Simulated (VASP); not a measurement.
Set up this calculation in VASP 6.6.1, as the native input.

```
Task                   : single point
Functional             : PBE
Potentials or basis    : VASP PAW PBE potentials, release 64 (Al, N)
Cutoff                 : 520 eV
k mesh                 : 6 × 6 × 6
Occupations            : gaussian, width 0.01 eV
Spin                   : no spin polarisation
Dipole correction      : no
Further INCAR settings : ALGO = Normal; EDIFF = 1e-06; NBANDS = 11
```

The structure of AlN lies in POSCAR:

```
AlN
1.0
    0.0000000000      2.0794345057      1.9759146328
    2.0794345057      0.0000000000      1.9759146328
    2.0794345057      2.0794345057      0.0000000000
Al N
1 1
Direct
    0.0000000000      0.0000000000      0.0000000000
    0.5000000000      0.5000000000      0.5000000000
```

This cell differs from its parent crystal: epitaxial xy strain +3.0%.

These files were run (other wordings do the same):

INCAR

```
SYSTEM = AlN
ALGO = Normal
EDIFF = 1E-6
ENCUT = 520
GGA = PE
ISIF = 2
ISMEAR = 0
LASPH = .TRUE.
LCHARG = .FALSE.
LREAL = .FALSE.
LWAVE = .FALSE.
NBANDS = 11
NELM = 100
PREC = Accurate
SIGMA = 0.01
```

KPOINTS

```
k-points
0
G
  6 6 6
  0 0 0
```

Potentials or basis: VASP PAW PBE potentials, release 64 (Al, N).

The run is started by

```console
$ cat potpaw_PBE.64/Al/POTCAR potpaw_PBE.64/N/POTCAR > POTCAR
$ mpirun -np 1 vasp_std > vasp.out
```

It gave:

```yaml
Pressure: -2.3 GPa
Band_gap_on_the_k_mesh: 3.91 eV, indirect (least direct gap 5.04 eV)
```

Caveat: the k points lie up to 0.44 Å⁻¹ apart; the cell differs from its parent crystal (epitaxial xy strain +3.0%).

It took 2.6 s on 1 thread of Intel(R) Xeon(R) 6975P-C (Granite Rapids), with other jobs on the host, peak memory 0.13 GiB.
